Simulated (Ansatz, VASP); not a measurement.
## Two plane-wave programs on C

INCAR

```
SYSTEM = C
PREC = Accurate ; ENCUT = 520
EDIFF = 1E-6 ; ISMEAR = 0
SIGMA = 0.05 ; LREAL = Auto
LASPH = .TRUE. ; NELM = 60
ALGO = Normal ; ISIF = 2
LWAVE = .FALSE. ; LCHARG = .FALSE.
GGA = CA ; NBANDS = 46
```

Contents of KPOINTS:

```
Automatic mesh
0
G
  6 6 4
  0 0 0
```

File POSCAR:

```
C
1.0
   -2.4103983044      2.4103983044      2.4103983044
    2.4103983044     -2.4103983044      2.4103983044
    4.8207966088      4.8207966088      0.0000000000
C
16
Direct
    0.3254710843      0.0000000000      0.0000000000
    0.8254710843      0.5000000000      0.5000000000
    0.3372644578      0.3372644578      0.3372644578
    0.8372644578      0.8372644578      0.8372644578
    0.0000000000      0.3254710843      0.0000000000
    0.5000000000      0.8254710843      0.5000000000
    0.8372644578      0.8372644578      0.1627355422
    0.3372644578      0.3372644578      0.6627355422
    0.0000000000      0.6745289157      0.0000000000
    0.5000000000      0.1745289157      0.5000000000
    0.1627355422      0.1627355422      0.1627355422
    0.6627355422      0.6627355422      0.6627355422
    0.6745289157      0.0000000000      0.0000000000
    0.1745289157      0.5000000000      0.5000000000
    0.6627355422      0.6627355422      0.3372644578
    0.1627355422      0.1627355422      0.8372644578
```

Input for Ansatz:

```yaml
crystal:
  lattice:
    - [-2.4103983044, 2.4103983044, 2.4103983044]
    - [2.4103983044, -2.4103983044, 2.4103983044]
    - [4.8207966088, 4.8207966088, 0.0]
  atoms:
    - { symbol: C, position: [0.3254710843, 0.0, 0.0] }
    - { symbol: C, position: [0.8254710843, 0.5, 0.5] }
    - { symbol: C, position: [0.3372644578, 0.3372644578, 0.3372644578] }
    - { symbol: C, position: [0.8372644578, 0.8372644578, 0.8372644578] }
    - { symbol: C, position: [0.0, 0.3254710843, 0.0] }
    - { symbol: C, position: [0.5, 0.8254710843, 0.5] }
    - { symbol: C, position: [0.8372644578, 0.8372644578, 0.1627355422] }
    - { symbol: C, position: [0.3372644578, 0.3372644578, 0.6627355422] }
    - { symbol: C, position: [0.0, 0.6745289157, 0.0] }
    - { symbol: C, position: [0.5, 0.1745289157, 0.5] }
    - { symbol: C, position: [0.1627355422, 0.1627355422, 0.1627355422] }
    - { symbol: C, position: [0.6627355422, 0.6627355422, 0.6627355422] }
    - { symbol: C, position: [0.6745289157, 0.0, 0.0] }
    - { symbol: C, position: [0.1745289157, 0.5, 0.5] }
    - { symbol: C, position: [0.6627355422, 0.6627355422, 0.3372644578] }
    - { symbol: C, position: [0.1627355422, 0.1627355422, 0.8372644578] }
basis:
  ecutwfc: 420
kpoints:
  mp_grid: { grid: [6, 6, 4] }
hamiltonian:
  xc: lda
scf:
  occupations: { method: gaussian, width: 0.05 }
output:
  forces: true
  stress: true
  eigenvalues: true
```

Alike in both runs: task single point; functional LDA; k mesh 6 × 6 × 4; occupations gaussian, width 0.05 eV; no spin polarisation.

|  | VASP | Ansatz |
| --- | --- | --- |
| version | VASP 6.6.1 | Ansatz 0.2.0 |
| potentials or method | VASP PAW LDA potentials, release 64 (C), cutoff 520 eV | scalar-relativistic, plane waves, PAW |
| valence electrons in the cell | 64 | 64 |

|  | VASP | Ansatz | Ansatz less VASP |
| --- | --- | --- | --- |
| gap on the k mesh at the Fermi level (eV) | 2.90 | 2.91 | +0.008 |
| least direct gap on the mesh (eV) | 3.70 | 3.71 | +0.008 |
| pressure (GPa) | 1.1 | 0.0 | -1.08 |
| rms of the force components (eV/Å) | 0.028 | 0.001 | -0.0277 |

LDA's correlation is that of Perdew and Zunger in VASP and of Perdew and Wang (1992) in Ansatz. Atom by atom the forces differ by 0.029 eV/Å (rms over components).
